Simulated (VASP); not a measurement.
A run of VASP 6.6.1 is set up as follows.

Contents of INCAR:

```
SYSTEM = Cu
  PREC = Accurate
  ENCUT = 520
  EDIFF = 1E-6
  ISMEAR = 0
  SIGMA = 0.15
  LREAL = .False.
  LASPH = .True.
  NELM = 100
  ALGO = Fast
  ISIF = 2
  LWAVE = .False.
  LCHARG = .False.
  GGA = PE
  NBANDS = 18
```

File KPOINTS:

```
regular mesh
0
Gamma
  21 21 10
  0 0 0
```

The input POSCAR:

```
Cu
1.0
    2.5672412656      0.0000000000      0.0000000000
   -1.2836206328      2.2232961536      0.0000000000
    0.0000000000      0.0000000000      4.1920560930
Cu
2
Direct
    0.3504250734      0.7008501468      0.2324668377
    0.6495749266      0.2991498532      0.7675331623
```

Potentials or basis: VASP PAW PBE potentials, release 64 (Cu).

Launch:

```console
$ cat potpaw_PBE.64/Cu/POTCAR > POTCAR
$ mpirun -np 1 vasp_std > vasp.out
```

**Question.** Estimate the pressure.

**Answer.** 2.9 GPa.

**Question.** What does it give for the band gap on the k mesh?

**Answer.** Zero (bands 11 and 12 overlap by 5.86 eV).

**Question.** What does it give for the largest force?

**Answer.** 1.142 eV/Å.

Stress tensor (GPa, compression positive):
```
-0.25  0.00  0.00
 0.00  3.12 -1.88
 0.00 -1.88  5.71
```

Caveat: the cell differs from its parent crystal (atoms displaced along a vibrational mode); forces of over 1 eV/Å act on the atoms, so gaps and moduli don't describe the material at rest.
